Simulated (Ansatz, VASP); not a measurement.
One calculation of Zr2NbN3, two programs

The input INCAR:

```
ALGO     = Normal         # electronic algorithm
EDIFF    = 1E-6           # SCF threshold, eV
ENCUT    = 520            # plane-wave cutoff, eV
GGA      = PE             # functional
ISIF     = 2              # what is computed and relaxed
ISMEAR   = 0              # smearing method
LASPH    = T              # aspherical terms in the spheres
LCHARG   = F              # write CHGCAR
LREAL    = F              # projectors in reciprocal space
LWAVE    = F              # write WAVECAR
NBANDS   = 35             # bands
NELM     = 60             # most SCF steps
PREC     = Accurate       # precision mode
SIGMA    = 0.1            # smearing width, eV
```

KPOINTS

```
k-points
0
Gamma
  6 6 6
```

The input POSCAR:

```
Zr2NbN3
1.0
    2.5582982900      1.4770342000      3.8119526700
   -2.5582982900      1.4770342000      3.8119526700
    0.0000000000     -2.9540684100      3.8119526700
Zr Nb N
2 1 3
Direct
    0.6269865000      0.6269865000      0.6269865000
    0.3730135000      0.3730135000      0.3730135000
    0.0000000000      0.0000000000      0.0000000000
    0.0000000000      0.5000000000      0.0000000000
    0.5000000000      0.0000000000      0.0000000000
    0.0000000000      0.0000000000      0.5000000000
```

Input for Ansatz:

```yaml
crystal:
  lattice:
    - [2.55829829, 1.4770342, 3.81195267]
    - [-2.55829829, 1.4770342, 3.81195267]
    - [0.0, -2.95406841, 3.81195267]
  atoms:
    - { symbol: Zr, position: [0.6269865, 0.6269865, 0.6269865] }
    - { symbol: Zr, position: [0.3730135, 0.3730135, 0.3730135] }
    - { symbol: Nb, position: [0.0, 0.0, 0.0] }
    - { symbol: "N", position: [0.0, 0.5, 0.0] }
    - { symbol: "N", position: [0.5, 0.0, 0.0] }
    - { symbol: "N", position: [0.0, 0.0, 0.5] }
basis:
  ecutwfc: 420
kpoints:
  mp_grid: { grid: [6, 6, 6] }
hamiltonian:
  xc: pbe
scf:
  occupations: { method: gaussian, width: 0.1 }
  lower_state_search: "off"
output:
  forces: true
  stress: true
  eigenvalues: true
```

Change from the starting cell: species swapped into the Zr2VCo3 type (R-3m, No. 166).

Alike in both runs: task single point; functional PBE; k mesh 6 × 6 × 6; occupations gaussian, width 0.1 eV; no spin polarisation.

|  | VASP | Ansatz |
| --- | --- | --- |
| version | VASP 6.6.1 | Ansatz 0.2.0 |
| potentials or method | VASP PAW PBE potentials, release 64 (Zr_sv, Nb_sv, N), cutoff 520 eV | scalar-relativistic, plane waves, PAW |
| valence electrons in the cell | 52 | 52 |

```tsv
	VASP	Ansatz	Ansatz less VASP
gap on the k mesh at the Fermi level (eV)	none	none	-
pressure (GPa)	-20.7	-20.6	+0.07
traceless stress, the component that is largest in VASP (GPa)	-21.39	-21.41	-0.022
rms of the force components (eV/Å)	0.616	0.614	-0.0017
```

Atom by atom the forces differ by 0.002 eV/Å (rms over components). A gap of «none» marks a metal or a gap that the smearing closes.
